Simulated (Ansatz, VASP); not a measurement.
# SrO in VASP and in Ansatz

INCAR

```
ALGO = Normal
EDIFF = 1E-7
ENCUT = 520
GGA = PE
ISIF = 2
ISMEAR = -1
LASPH = T
LCHARG = F
LREAL = F
LWAVE = F
NBANDS = 15
NELM = 80
PREC = Accurate
SIGMA = 0.02
```

File KPOINTS:

```
k-points
0
Gamma
  8 8 8
```

File POSCAR:

```
SrO
1.0
    0.0000000000      2.6211960000      2.5698000000
    2.6211960000      0.0000000000      2.5698000000
    2.6211960000      2.6211960000      0.0000000000
Sr O
1 1
Direct
    0.0000000000      0.0000000000      0.0000000000
    0.5000000000      0.5000000000      0.5000000000
```

Input for Ansatz:

```yaml
crystal:
  lattice:
    - [0.0, 2.621196, 2.5698]
    - [2.621196, 0.0, 2.5698]
    - [2.621196, 2.621196, 0.0]
  atoms:
    - { symbol: Sr, position: [0.0, 0.0, 0.0] }
    - { symbol: O, position: [0.5, 0.5, 0.5] }
kpoints:
  mp_grid: { grid: [8, 8, 8] }
  band_path:
    path:
      - [0.0, 0.0, 0.0]
      - [0.0, 0.5, 0.5]
      - [0.25, 0.75, 0.5]
      - [0.0, 0.5, 0.0]
      - [0.0, 0.0, 0.0]
      - [0.5, 0.5, 0.0]
      - [0.38005, 0.61995, 0.0]
      - [-0.38005, 0.38005, 0.0]
      - [0.0, 0.0, 0.0]
    npoints: 5
scf:
  occupations: { method: fermi_dirac, width: 0.02 }
hamiltonian:
  xc: pbe
  pseudopotentials: { kind: all_electron, lapw: { basis_error: 0.00025 } }
output:
  forces: true
  stress: true
  eigenvalues: true
```

Change from the starting cell: equal xx and yy strain of +2 %.

Alike in both runs: task single point; functional PBE; k mesh 8 × 8 × 8; occupations fermi-dirac, width 0.02 eV; no spin polarisation.

```csv
,VASP,Ansatz
version,VASP 6.6.1,Ansatz 0.2.0
potentials or method,"VASP PAW PBE potentials, release 64 (Sr_sv, O), cutoff 520 eV","all-electron LAPW, scalar-relativistic"
```

```tsv
	VASP	Ansatz	Ansatz less VASP
gap on the k mesh at the Fermi level (eV)	3.19	3.24	+0.045
pressure (GPa)	-0.1	-0.5	-0.49
traceless stress, the component that is largest in VASP (GPa)	1.57	1.48	-0.086
```

Ansatz ran all-electron here, and VASP with PAW potentials.
